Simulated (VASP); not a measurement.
The system is SiNi.

```
Ni Si
1.0
     5.17310    0.00000    0.00000
     0.00000    3.33810    0.00000
     0.00000    0.00000    5.60490
Ni Si
4 4
Cartesian
  5.1328 2.5036 4.5539
  2.6268 0.8345 1.7514
  2.5463 2.5036 3.8535
  0.0403 0.8345 1.0510
  3.5111 0.8345 5.1425
  4.2486 2.5036 2.3400
  0.9245 0.8345 3.2649
  1.6620 2.5036 0.4624
```

Base run:

| Quantity | Value |
| --- | --- |
| Program | VASP 6.6.1 |
| Functional | revPBE |
| Potentials or basis | VASP PAW PBE potentials, release 64 (Ni, Si) |
| Cutoff | 520 eV |
| k mesh | 5 × 8 × 5 |
| Occupations | fermi-dirac, width 0.05 eV |
| Spin | collinear spin, ferromagnetic start |
| Starting moments | [1.0, 1.0, 1.0, 1.0, 0.0, 0.0, 0.0, 0.0] μB |

Its results: band gap on the k mesh zero (filled and empty bands overlap); pressure 4.2 GPa; net moment 0.00 μB per cell; largest force 0.065 eV/Å.

Q: The run is repeated on the same cell with these changes: functional from revPBE to PBE; occupations from fermi-dirac, width 0.05 eV to gaussian, width 0.014 eV. What comes out?

A: Band gap on the k mesh zero (filled and empty bands overlap); pressure 1.7 GPa; net moment 0.00 μB per cell; largest force 0.057 eV/Å.

Caveats: the moments typed at the start vanished in this run; the cell stands under pressure (at least some runs); the PAW data sets were made with another functional, which shifts forces and pressure a little (at least some runs).
